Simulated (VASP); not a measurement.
# Ge (R-3m) in VASP: single point with PBE

Aim: the single point of Ge with PBE.

Everything below comes from runs of VASP 6.6.1. Logs are shortened: lines on timing, memory, paths and dates and some standing lists are left out, and cuts for length are marked.

**1. The cell of the first run**

The structure is trigonal, space group R-3m (No. 166). Conventional cell: a = 11.337 Å, b = 11.337 Å, c = 3.900 Å, α = 90.00°, β = 90.00°, γ = 120.00°. Ge (site symmetry m) has 4 Ge at 2.44 to 2.63 Å within 3.2 Å.

The cell was generated, and may not be a known phase.

**2. Single point, PBE**

Contents of INCAR:

```
SYSTEM = Ge
  ALGO = Fast
  EDIFF = 1E-6
  ENCUT = 520
  GGA = PE
  ISIF = 2
  ISMEAR = 0
  LASPH = .TRUE.
  LCHARG = .TRUE.
  LELF = .TRUE.
  LREAL = .FALSE.
  LVHAR = .TRUE.
  LWAVE = .FALSE.
  NBANDS = 51
  NELM = 80
  PREC = Accurate
  SIGMA = 0.1
```

Contents of KPOINTS:

```
k-points
0
G
  12 12 12
  0 0 0
```

Contents of POSCAR:

```
Ge
1.0
    5.6686230146      3.2727810234      1.3000204467
   -5.6686230146      3.2727810234      1.3000204467
    0.0000000000     -6.5455620468      1.3000204467
Ge
6
Direct
    0.8074894119      0.1835812191      0.8074894119
    0.1925105881      0.1925105881      0.8164187809
    0.1835812191      0.8074894119      0.8074894119
    0.8164187809      0.1925105881      0.1925105881
    0.8074894119      0.8074894119      0.1835812191
    0.1925105881      0.8164187809      0.1925105881
```

Potentials or basis: VASP PAW PBE potentials, release 64 (Ge_d).

Started as:

```sh
$ cat potpaw_PBE.64/Ge_d/POTCAR > POTCAR
$ mpirun -np 1 vasp_std > vasp.out
```

OUTCAR:

```text
SYSTEM = Ge
   EDIFF = 1E-6
   ENCUT = 520
   GGA = PE
   ISIF = 2
   ISMEAR = 0
   LASPH = .TRUE.
   LREAL = .FALSE.
   NELM = 80
   PREC = Accurate

 ion  position               nearest neighbor table
   1  0.807  0.184  0.807-   6 2.44   4 2.52   2 2.52   6 2.63
   2  0.193  0.193  0.816-   5 2.44   3 2.52   1 2.52   5 2.63
   3  0.184  0.807  0.807-   4 2.44   6 2.52   2 2.52   4 2.63
   4  0.816  0.193  0.193-   3 2.44   1 2.52   5 2.52   3 2.63
   5  0.807  0.807  0.184-   2 2.44   4 2.52   6 2.52   2 2.63
   6  0.193  0.816  0.193-   1 2.44   3 2.52   5 2.52   1 2.63

  LATTYP: Found a trigonal (rhomboedric) cell.
 ALAT       =     6.6734125956
 COS(alpha) =    -0.4430759657

  Lattice vectors:

 A1 = (   5.6686230146,   3.2727810234,   1.3000204467)
 A2 = (  -5.6686230146,   3.2727810234,   1.3000204467)
 A3 = (   0.0000000000,  -6.5455620468,   1.3000204467)

Analysis of symmetry for initial positions (statically):
=====================================================================
 Subroutine PRICEL returns:
 Original cell was already a primitive cell.

 Routine SETGRP: Setting up the symmetry group for a
 trigonal (rhombohedral) supercell.

 Subroutine GETGRP returns: Found 12 space group operations
 (whereof 12 operations were pure point group operations)
 out of a pool of 12 trial point group operations.

The static configuration has the point symmetry D_3d.

Analysis of symmetry for dynamics (positions and initial velocities):
=====================================================================
 Subroutine PRICEL returns:
 Original cell was already a primitive cell.

 Routine SETGRP: Setting up the symmetry group for a
 trigonal (rhombohedral) supercell.

 Subroutine GETGRP returns: Found 12 space group operations
 (whereof 12 operations were pure point group operations)
 out of a pool of 12 trial point group operations.

The dynamic configuration has the point symmetry D_3d.

 Subroutine INISYM returns: Found 12 space group operations
 (whereof 12 operations are pure point group operations),
 and found     1 'primitive' translations

----------------------------------------------------------------------------------------

                                     Primitive cell

  volume of cell :     144.7091

  direct lattice vectors                    reciprocal lattice vectors
     5.668623015  3.272781023  1.300020447     0.088204842  0.050925090  0.256406224
    -5.668623015  3.272781023  1.300020447    -0.088204842  0.050925090  0.256406224
     0.000000000 -6.545562047  1.300020447     0.000000000 -0.101850179  0.256406224

  length of vectors
     6.673412596  6.673412596  6.673412596     0.275894202  0.275894202  0.275894202

  position of ions in fractional coordinates (direct lattice)
     0.807489412  0.183581219  0.807489412
     0.192510588  0.192510588  0.816418781
     0.183581219  0.807489412  0.807489412
     0.816418781  0.192510588  0.192510588
     0.807489412  0.807489412  0.183581219
     0.192510588  0.816418781  0.192510588

  ion indices of the primitive-cell ions
   primitive index   ion index
                 1           1
                 2           2
                 3           3
                 4           4
                 5           5
                 6           6

----------------------------------------------------------------------------------------

 KPOINTS: k-points

Automatic generation of k-mesh.
 Grid dimensions read from file:
 generate k-points for:   12   12   12

 Generating k-lattice:

  Cartesian coordinates                     Fractional coordinates (reciprocal lattice)
     0.007350404  0.004243757  0.021367185     0.083333333  0.000000000 -0.000000000
    -0.007350404  0.004243757  0.021367185     0.000000000  0.083333333 -0.000000000
     0.000000000 -0.008487515  0.021367185    -0.000000000 -0.000000000  0.083333333

  Length of vectors
     0.022991183  0.022991183  0.022991183

  Shift w.r.t. Gamma in fractional coordinates (k-lattice)
     0.000000000  0.000000000  0.000000000

 Subroutine IBZKPT returns following result:
 ===========================================

 Found    189 irreducible k-points:

 Following reciprocal coordinates:
            Coordinates               Weight
  0.000000  0.000000  0.000000      1.000000
  0.083333  0.000000  0.000000      6.000000
  0.166667  0.000000  0.000000      6.000000
  0.250000  0.000000  0.000000      6.000000
  0.333333  0.000000  0.000000      6.000000
  0.416667  0.000000  0.000000      6.000000
[... 16 lines left out ...]
  0.500000  0.166667  0.000000     12.000000
 -0.416667  0.166667 -0.000000     12.000000
 [... further k-points ...]
   k-points           NKPTS =    189   k-points in BZ     NKDIM =    189   number of bands    NBANDS=     51
   number of dos      NEDOS =    301   number of ions     NIONS =      6
   total plane-waves  NPLWV = 125000
   dimension x,y,z NGX =    50 NGY =   50 NGZ =   50
   dimension x,y,z NGXF=   100 NGYF=  100 NGZF=  100
   ions per type =               6
   NGX,Y,Z   is equivalent  to a cutoff of  12.46, 12.46, 12.46 a.u.
   NGXF,Y,Z  is equivalent  to a cutoff of  24.91, 24.91, 24.91 a.u.
 SYSTEM =  Ge
   PREC   = accura    normal or accurate (medium, high low for compatibility)
   ISTART =      0    job   : 0-new  1-cont  2-samecut
   ICHARG =      2    charge: 1-file 2-atom 10-const
   ISPIN  =      1    spin polarized calculation?
   LNONCOLLINEAR =      F non collinear calculations
   LSORBIT =      F    spin-orbit coupling
   LASPH  =      T    aspherical Exc in radial PAW
   ENCUT  =  520.0 eV  38.22 Ry    6.18 a.u.  12.41 12.41 12.41*2*pi/ulx,y,z
   NELM   =     80;   NELMIN=  2; NELMDL= -5     # of ELM steps
   EDIFF  = 0.1E-05   stopping-criterion for ELM
   LREAL  =      F    real-space projection
   EDIFFG = 0.1E-04   stopping-criterion for IOM
   NSW    =      0    number of steps for IOM
   IBRION =     -1    ionic relax: 0-MD 1-quasi-New 2-CG
   NFREE  =      0    steps in history (QN), initial steepest desc. (CG)
   ISIF   =      2    stress and relaxation
   ISYM   =      2    0-nonsym 1-usesym 2-fastsym
   POTIM  = 0.5000    time-step for ionic-motion
   TEBEG  =    0.0;   TEEND  =   0.0 temperature during run
   PSTRESS=    0.0 pullay stress
   NELECT =      84.0000    total number of electrons
   NUPDOWN=      -1.0000    fix difference up-down
   EMIN   =  10.00;   EMAX   =-10.00  energy-range for DOS
   EFERMI =   0.00;   METHOD = LEGACY
   ISMEAR =     0;   SIGMA  =   0.10  broadening in eV -4-tet -1-fermi 0-gaus
   EFERMI_NEDOS =   21; number of points for ismear=-14 and -15
   IALGO  =     68    algorithm
   IMIX   =      4    mixing-type and parameters
     AMIX     =   0.40;   BMIX     =  1.00
     AMIX_MAG =   1.60;   BMIX_MAG =  1.00
  volume/ion in A,a.u.               =      24.12       162.76
  Fermi-wavevector in a.u.,A,eV,Ry     =   1.365639  2.580684 25.374459  1.864970
  Thomas-Fermi vector in A             =   2.491850
   LORBIT       =      0    0 simple, 1 ext, 2 COOP (PROOUT), +10 PAW based schemes
   GGA     = PE    functional components
   LHFCALC =     F    Hartree Fock is set to
   AEXX    =    0.0000 exact exchange contribution
   IVDW    =     0    specifies the selected vdW correction
   LEPSILON=     F    determine dielectric tensor
   LRPA    =     F    only Hartree local field effects (RPA)
 non-spin polarized calculation
 RMM-DIIS sequential band-by-band and
 Gauss-broadening in eV      SIGMA  =   0.10
  energy-cutoff  :      520.00
  volume of cell :      144.71
 maximum number of plane-waves:      3917
 NGX is ok and might be reduce to    50
   NGX = 25   NGY = 25   NGZ = 25

 number of electron      83.9999997 magnetization

 Free energy of the ion-electron system (eV)
  ---------------------------------------------------
  ext. energy  EPLUGINS =         0.00000000
  ---------------------------------------------------
  free energy    TOTEN  =       -26.02355185 eV

  energy without entropy =      -26.01463872  energy(sigma->0) =      -26.01909529

 E-fermi :   3.9489     XC(G=0):  -9.6631

 val. band max:        3.9382892838   @ k =   0.5000   0.2500   0.2500
 cond. band min:       3.9494154045   @ k =  -0.1667   0.1667   0.0833
 fundamental gap:      0.0111261207
 Fermi energy:         3.9489400169

 k-point     1 :       0.0000    0.0000    0.0000
  band No.  band energies     occupation
      1     -20.4559      2.00000
      2     -20.4309      2.00000
      3     -20.4308      2.00000
      4     -20.4308      2.00000
      5     -20.3844      2.00000
      6     -20.3797      2.00000
[... 43 lines left out ...]
     50       9.6970      0.00000
     51      10.1431      0.00000

 k-point     2 :       0.0833    0.0000    0.0000
  band No.  band energies     occupation
      1     -20.4550      2.00000
      2     -20.4315      2.00000
      3     -20.4309      2.00000
      4     -20.4285      2.00000
      5     -20.3864      2.00000
      6     -20.3856      2.00000
[... 43 lines left out ...]
     50       9.2821      0.00000
     51      10.0813      0.00000

 k-point     3 :       0.1667    0.0000    0.0000
  band No.  band energies     occupation
      1     -20.4526      2.00000
      2     -20.4309      2.00000
      3     -20.4308      2.00000
      4     -20.4243      2.00000
      5     -20.3939      2.00000
      6     -20.3923      2.00000
[... 43 lines left out ...]
     50       9.2159      0.00000
     51       9.9478      0.00000
[... 1027 lines left out ...]
 k-point    23 :       0.5000    0.1667    0.0000
  band No.  band energies     occupation
      1     -20.4437      2.00000
      2     -20.4321      2.00000
      3     -20.4241      2.00000
      4     -20.4156      2.00000
      5     -20.4016      2.00000
      6     -20.3861      2.00000
[... 43 lines left out ...]
     50       9.3431      0.00000
     51      10.1995      0.00000

 k-point    24 :      -0.4167    0.1667   -0.0000
  band No.  band energies     occupation
      1     -20.4456      2.00000
      2     -20.4342      2.00000
      3     -20.4263      2.00000
      4     -20.4144      2.00000
      5     -20.3988      2.00000
      6     -20.3900      2.00000
[... 43 lines left out ...]
     50       9.3890      0.00000
     51       9.5378      0.00000

 [... further k-points ...]
[... 5 lines left out ...]
  --------------------------------------------------------------------------------------
  -------------------------------------------------------------------------------------
  Total       -0.0495539     -0.0495539     -0.0545995      0.0000000      0.0000000      0.0000000
  in kB       -0.5486458     -0.5486458     -0.6045094      0.0000000      0.0000000      0.0000000
  external PRESSURE =      -0.5672670 kB  Pullay stress =       0.0000000 kB

 VOLUME and BASIS-vectors are now :
 -----------------------------------------------------------------------------
  energy-cutoff  :      520.00
  volume of cell :      144.71
      direct lattice vectors                 reciprocal lattice vectors
     5.668623015  3.272781023  1.300020447     0.088204842  0.050925090  0.256406224
    -5.668623015  3.272781023  1.300020447    -0.088204842  0.050925090  0.256406224
     0.000000000 -6.545562047  1.300020447     0.000000000 -0.101850179  0.256406224

 POSITION                                       TOTAL-FORCE (eV/Angst)
 -----------------------------------------------------------------------------------
      3.53670     -2.04191      2.33816        -0.002456      0.001418     -0.001642
      0.00000     -4.08383      1.56190         0.000000      0.002836      0.001642
     -3.53670     -2.04191      2.33816         0.002456      0.001418     -0.001642
      3.53670      2.04191      1.56190        -0.002456     -0.001418      0.001642
      0.00000      4.08383      2.33816         0.000000     -0.002836     -0.001642
     -3.53670      2.04191      1.56190         0.002456     -0.001418      0.001642
 -----------------------------------------------------------------------------------
    total drift:                                0.000000      0.000000     -0.000000

  FREE ENERGIE OF THE ION-ELECTRON SYSTEM (eV)
  ---------------------------------------------------
  free  energy   TOTEN  =       -26.0235518548 eV

  energy  without entropy=      -26.0146387162  energy(sigma->0) =      -26.01909529
```

Run time: 39 min. Hardware: 1 thread of Oxide Virtual Turin-like, shared host; peak memory 0.97 GiB.

What came out:

```yaml
Free_energy: -26.0236 eV
Pressure: -0.1 GPa
Largest_force: 0.003 eV/Å
Band_gap_on_the_k_mesh: zero (bands 42 and 43 overlap by 1.47 eV)
```

Forces in eV/Å, atoms in the order of the input:
```
Ge  -0.002  0.001 -0.002
Ge   0.000  0.003  0.002
Ge   0.002  0.001 -0.002
Ge  -0.002 -0.001  0.002
Ge   0.000 -0.003 -0.002
Ge   0.002 -0.001  0.002
```
